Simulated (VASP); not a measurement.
# PbS (Galena) (Fm-3m) in VASP: notebook, part 2 of 4

VASP 6.6.1.

### Step 3. Single point, HSE06

The input, POSCAR:

```
PbS
1.0
    0.0000000000      2.9705683269      2.9705683269
    2.9705683269      0.0000000000      2.9705683269
    2.9705683269      2.9705683269      0.0000000000
Pb S
1 1
Direct
    0.0000000000      0.0000000000      0.0000000000
    0.5000000000      0.5000000000      0.5000000000
```

The input, INCAR.step1:

```
SYSTEM = PbS
PREC = Accurate ; ENCUT = 520
EDIFF = 1E-5 ; ISMEAR = 0
SIGMA = 0.01 ; LREAL = .FALSE.
LASPH = .TRUE. ; NELM = 100
ALGO = Normal ; ISIF = 2
LWAVE = .TRUE. ; LCHARG = .FALSE.
GGA = PE ; NBANDS = 17
```

The input, INCAR.step2:

```
SYSTEM = PbS
PREC = Accurate ; ENCUT = 520
EDIFF = 1E-6 ; ISMEAR = 0
SIGMA = 0.01 ; LREAL = .FALSE.
LASPH = .TRUE. ; NELM = 100
ALGO = Normal ; ISIF = 2
LWAVE = .FALSE. ; LCHARG = .FALSE.
GGA = PE ; LHFCALC = .TRUE.
HFSCREEN = 0.2079 ; PRECFOCK = Normal
ISTART = 1 ; NBANDS = 17
```

The input, KPOINTS:

```
Automatic mesh
0
G
  3 3 3
  0 0 0
```

Potentials or basis: VASP PAW PBE potentials, release 64 (Pb_d, S).

Launch:

```console
$ cat potpaw_PBE.64/Pb_d/POTCAR potpaw_PBE.64/S/POTCAR > POTCAR
$ cp INCAR.step1 INCAR
$ mpirun -np 1 vasp_std > vasp.out
$ cp INCAR.step2 INCAR
$ mpirun -np 1 vasp_std > vasp.out
```

OUTCAR:

```text
SYSTEM = PbS
   PREC = Accurate
   ENCUT = 520
   EDIFF = 1E-6
   ISMEAR = 0
   LREAL = .FALSE.
   LASPH = .TRUE.
   NELM = 100
   ISIF = 2
   GGA = PE
   LHFCALC = .TRUE.
   HFSCREEN = 0.2079
   PRECFOCK = Normal
   ISTART = 1

 ion  position               nearest neighbor table
   1  0.000  0.000  0.000-   2 2.97   2 2.97   2 2.97   2 2.97   2 2.97   2 2.97
   2  0.500  0.500  0.500-   1 2.97   1 2.97   1 2.97   1 2.97   1 2.97   1 2.97

  LATTYP: Found a face centered cubic cell.
 ALAT       =     5.9411366538

  Lattice vectors:

 A1 = (   0.0000000000,   2.9705683269,   2.9705683269)
 A2 = (   2.9705683269,   0.0000000000,   2.9705683269)
 A3 = (   2.9705683269,   2.9705683269,   0.0000000000)

Analysis of symmetry for initial positions (statically):
=====================================================================
 Subroutine PRICEL returns:
 Original cell was already a primitive cell.

 Routine SETGRP: Setting up the symmetry group for a
 face centered cubic supercell.

 Subroutine GETGRP returns: Found 48 space group operations
[... 9 lines left out ...]

 Routine SETGRP: Setting up the symmetry group for a
 face centered cubic supercell.

 Subroutine GETGRP returns: Found 48 space group operations
[... 11 lines left out ...]
                                     Primitive cell

  volume of cell :      52.4262

  direct lattice vectors                    reciprocal lattice vectors
     0.000000000  2.970568327  2.970568327    -0.168317960  0.168317960  0.168317960
     2.970568327  0.000000000  2.970568327     0.168317960 -0.168317960  0.168317960
     2.970568327  2.970568327  0.000000000     0.168317960  0.168317960 -0.168317960

  length of vectors
     4.201018016  4.201018016  4.201018016     0.291535258  0.291535258  0.291535258

  position of ions in fractional coordinates (direct lattice)
     0.000000000  0.000000000  0.000000000
     0.500000000  0.500000000  0.500000000

  ion indices of the primitive-cell ions
   primitive index   ion index
                 1           1
                 2           2

----------------------------------------------------------------------------------------

 KPOINTS: Automatic mesh

Automatic generation of k-mesh.
 Grid dimensions read from file:
 generate k-points for:    3    3    3

 Generating k-lattice:

  Cartesian coordinates                     Fractional coordinates (reciprocal lattice)
    -0.056105987  0.056105987  0.056105987     0.333333333  0.000000000  0.000000000
     0.056105987 -0.056105987  0.056105987     0.000000000  0.333333333  0.000000000
     0.056105987  0.056105987 -0.056105987     0.000000000  0.000000000  0.333333333

  Length of vectors
     0.097178419  0.097178419  0.097178419

  Shift w.r.t. Gamma in fractional coordinates (k-lattice)
     0.000000000  0.000000000  0.000000000

 Subroutine IBZKPT returns following result:
 ===========================================

 Found      4 irreducible k-points:

 Following reciprocal coordinates:
            Coordinates               Weight
  0.000000  0.000000  0.000000      1.000000
  0.333333  0.000000  0.000000      8.000000
  0.333333  0.333333  0.000000      6.000000
 -0.333333  0.333333  0.000000     12.000000
   k-points           NKPTS =      4   k-points in BZ     NKDIM =     27   number of bands    NBANDS=     17
   number of dos      NEDOS =    301   number of ions     NIONS =      2
   total plane-waves  NPLWV =  32768
   dimension x,y,z NGX =    32 NGY =   32 NGZ =   32
   dimension x,y,z NGXF=    64 NGYF=   64 NGZF=   64
   ions per type =               1   1
   NGX,Y,Z   is equivalent  to a cutoff of  12.66, 12.66, 12.66 a.u.
   NGXF,Y,Z  is equivalent  to a cutoff of  25.33, 25.33, 25.33 a.u.
 SYSTEM =  PbS
   PREC   = accura    normal or accurate (medium, high low for compatibility)
   ISTART =      1    job   : 0-new  1-cont  2-samecut
   ICHARG =      0    charge: 1-file 2-atom 10-const
   ISPIN  =      1    spin polarized calculation?
   LNONCOLLINEAR =      F non collinear calculations
   LSORBIT =      F    spin-orbit coupling
   LASPH  =      T    aspherical Exc in radial PAW
   ENCUT  =  520.0 eV  38.22 Ry    6.18 a.u.   7.81  7.81  7.81*2*pi/ulx,y,z
   NELM   =    100;   NELMIN=  2; NELMDL=  0     # of ELM steps
   EDIFF  = 0.1E-05   stopping-criterion for ELM
   LREAL  =      F    real-space projection
   EDIFFG = 0.1E-04   stopping-criterion for IOM
   NSW    =      0    number of steps for IOM
   IBRION =     -1    ionic relax: 0-MD 1-quasi-New 2-CG
   NFREE  =      0    steps in history (QN), initial steepest desc. (CG)
   ISIF   =      2    stress and relaxation
   ISYM   =      3    0-nonsym 1-usesym 2-fastsym
   POTIM  = 0.5000    time-step for ionic-motion
   TEBEG  =    0.0;   TEEND  =   0.0 temperature during run
   PSTRESS=    0.0 pullay stress
   NELECT =      20.0000    total number of electrons
   NUPDOWN=      -1.0000    fix difference up-down
   EMIN   =  10.00;   EMAX   =-10.00  energy-range for DOS
   EFERMI =   0.00;   METHOD = LEGACY
   ISMEAR =     0;   SIGMA  =   0.01  broadening in eV -4-tet -1-fermi 0-gaus
   EFERMI_NEDOS =   21; number of points for ismear=-14 and -15
   IALGO  =     38    algorithm
   IMIX   =      1    mixing-type and parameters
     AMIX     =   0.40;   BMIX     =  1.00
     AMIX_MAG =   1.60;   BMIX_MAG =  1.00
  volume/ion in A,a.u.               =      26.21       176.89
  Fermi-wavevector in a.u.,A,eV,Ry     =   1.187322  2.243714 19.180598  1.409734
  Thomas-Fermi vector in A             =   2.323476
   LORBIT       =      0    0 simple, 1 ext, 2 COOP (PROOUT), +10 PAW based schemes
   GGA     = PE    functional components
   LHFCALC =     T    Hartree Fock is set to
   PRECFOCK=normal    Normal, Fast or Accurate (Low or Medium for compatibility)
   ENCUT4O =  -1.0   cutoff for four orbital integrals eV
   NKREDX  =     1    reduce k-point grid by
   NKREDY  =     1    reduce k-point grid by
   NKREDZ  =     1    reduce k-point grid by
   AEXX    =    0.2500 exact exchange contribution
   HFSCREEN=    0.2079 screening length (either q_TF or 0.3 A-1)
   HFSCREENC=   0.2079 screening length for correlation (either q_TF or 0.3 A-1)
   ENCUTFOCK=  -1.0 apply spherical cutoff to Coloumb kernel
   IVDW    =     0    specifies the selected vdW correction
   LEPSILON=     F    determine dielectric tensor
   LRPA    =     F    only Hartree local field effects (RPA)
 non-spin polarized calculation
 Gauss-broadening in eV      SIGMA  =   0.01
  energy-cutoff  :      520.00
  volume of cell :       52.43
 maximum number of plane-waves:      1420
  NGX = 24; NGY = 24; NGZ = 24

 number of electron      19.9999999 magnetization

 Free energy of the ion-electron system (eV)
  ---------------------------------------------------
  ext. energy  EPLUGINS =         0.00000000
  ---------------------------------------------------
  free energy    TOTEN  =       -10.51871299 eV

  energy without entropy =      -10.51871299  energy(sigma->0) =      -10.51871299

 E-fermi :   4.7469     XC(G=0):  -8.0428

 val. band max:        4.6799212195   @ k =   0.3333   0.0000   0.0000
 cond. band min:       7.4020456426   @ k =   0.3333   0.0000   0.0000
 fundamental gap:      2.7221244231
 Fermi energy:         4.7468746622

 k-point     1 :       0.0000    0.0000    0.0000
  band No.  band energies     occupation
      1     -13.1338      2.00000
      2     -13.1338      2.00000
      3     -13.1338      2.00000
      4     -13.1302      2.00000
      5     -13.1302      2.00000
      6      -9.6677      2.00000
[... 9 lines left out ...]
     16      12.8868      0.00000
     17      14.8119      0.00000

 k-point     2 :       0.3333    0.0000    0.0000
  band No.  band energies     occupation
      1     -13.1571      2.00000
      2     -13.1571      2.00000
      3     -13.1319      2.00000
      4     -13.0998      2.00000
      5     -13.0998      2.00000
      6      -8.8023      2.00000
[... 9 lines left out ...]
     16      15.0432      0.00000
     17      18.6971      0.00000

 k-point     3 :       0.3333    0.3333    0.0000
  band No.  band energies     occupation
      1     -13.2439      2.00000
      2     -13.1526      2.00000
      3     -13.1111      2.00000
      4     -13.0896      2.00000
      5     -13.0896      2.00000
      6      -8.4628      2.00000
[... 9 lines left out ...]
     16      17.3110      0.00000
     17      17.9022      0.00000

 k-point     4 :      -0.3333    0.3333    0.0000
  band No.  band energies     occupation
      1     -13.2308      2.00000
      2     -13.1369      2.00000
      3     -13.1246      2.00000
      4     -13.1014      2.00000
      5     -13.0877      2.00000
      6      -8.0057      2.00000
[... 9 lines left out ...]
     16      16.5840      0.00000
     17      18.3584      0.00000

------------------------ aborting loop because EDIFF is reached ----------------------------------------

  FORCE on cell =-STRESS in cart. coord.  units (eV):
  Direction    XX          YY          ZZ          XY          YZ          ZX
  --------------------------------------------------------------------------------------
  -------------------------------------------------------------------------------------
  Total       -0.1361351     -0.1361351     -0.1361351     -0.0000000      0.0000000     -0.0000000
  in kB       -4.1603709     -4.1603709     -4.1603709     -0.0000000      0.0000000     -0.0000000
  external PRESSURE =      -4.1603709 kB  Pullay stress =       0.0000000 kB

 VOLUME and BASIS-vectors are now :
 -----------------------------------------------------------------------------
  energy-cutoff  :      520.00
  volume of cell :       52.43
      direct lattice vectors                 reciprocal lattice vectors
     0.000000000  2.970568327  2.970568327    -0.168317960  0.168317960  0.168317960
     2.970568327  0.000000000  2.970568327     0.168317960 -0.168317960  0.168317960
     2.970568327  2.970568327  0.000000000     0.168317960  0.168317960 -0.168317960

 POSITION                                       TOTAL-FORCE (eV/Angst)
 -----------------------------------------------------------------------------------
      0.00000      0.00000      0.00000        -0.000000      0.000000      0.000000
      2.97057      2.97057      2.97057         0.000000     -0.000000     -0.000000
 -----------------------------------------------------------------------------------
    total drift:                                0.000000      0.000001      0.000001

  FREE ENERGIE OF THE ION-ELECTRON SYSTEM (eV)
  ---------------------------------------------------
  free  energy   TOTEN  =       -10.5187129890 eV

  energy  without entropy=      -10.5187129890  energy(sigma->0) =      -10.51871299
```

It took 2 min on 1 thread of Intel Xeon Platinum 8259CL at 2.50GHz (Skylake/Cascade Lake), shared host; peak memory 0.28 GiB.

What came out:

- Free energy: -10.5187 eV
- Pressure: -0.4 GPa

Levels at points of the mesh, in eV from the Fermi level:
```
           k point  band 7  band 8  band 9  band 10  band 11  band 12  band 13  band 14
(0.00, 0.00, 0.00)   -5.76   -1.85   -1.85    -1.85     6.76     6.76     6.76     8.14
```

Caveat: the k points lie up to 0.61 Å⁻¹ apart; this odd mesh misses L, where the gap lies, so gap, dielectric constants and Born charges aren't listed; the PAW data sets were made with another functional, which shifts forces and pressure a little; spin-orbit coupling is left out, which moves the levels of the heavy elements.

(Part 2 of 4 ends here.)
